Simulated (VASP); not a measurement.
NaI, 2 atoms in the cell. The structure is cubic, space group F-43m (No. 216). Conventional cell: a = 7.086 Å, b = 7.086 Å, c = 7.086 Å, α = 90.00°, β = 90.00°, γ = 90.00°. Within 4.0 Å of Na (site symmetry -43m) lie 4 I at 3.07 Å. Within 4.0 Å of I (site symmetry -43m) lie 4 Na at 3.07 Å. 

```yaml
Program: VASP 6.6.1
Task: single point
Functional: r2SCAN
Potentials_or_basis: VASP PAW PBE potentials, release 64 (Na_pv, I)
Cutoff: 520 eV
k_mesh: 6 × 6 × 6
Occupations: gaussian, width 0.01 eV
Spin: no spin polarisation
Dipole_correction: no
Further_INCAR_settings: ALGO = Normal; EDIFF = 1e-06; NBANDS = 14
```

Potentials or basis: VASP PAW PBE potentials, release 64 (Na_pv, I).

Command:

```console
$ cat potpaw_PBE.64/Na_pv/POTCAR potpaw_PBE.64/I/POTCAR > POTCAR
$ cp INCAR.step1 INCAR
$ mpirun -np 1 vasp_std > vasp.out
$ cp INCAR.step2 INCAR
$ mpirun -np 1 vasp_std > vasp.out
```

Hardware: 1 thread of AMD EPYC 7R13 Processor (Zen 3), on a shared host.

Question: Estimate the wall time of this run.

Answer: It took 90 s on 1 thread of AMD EPYC 7R13 Processor (Zen 3), with other jobs on the host, peak memory 0.23 GiB. Counts: k points 16.
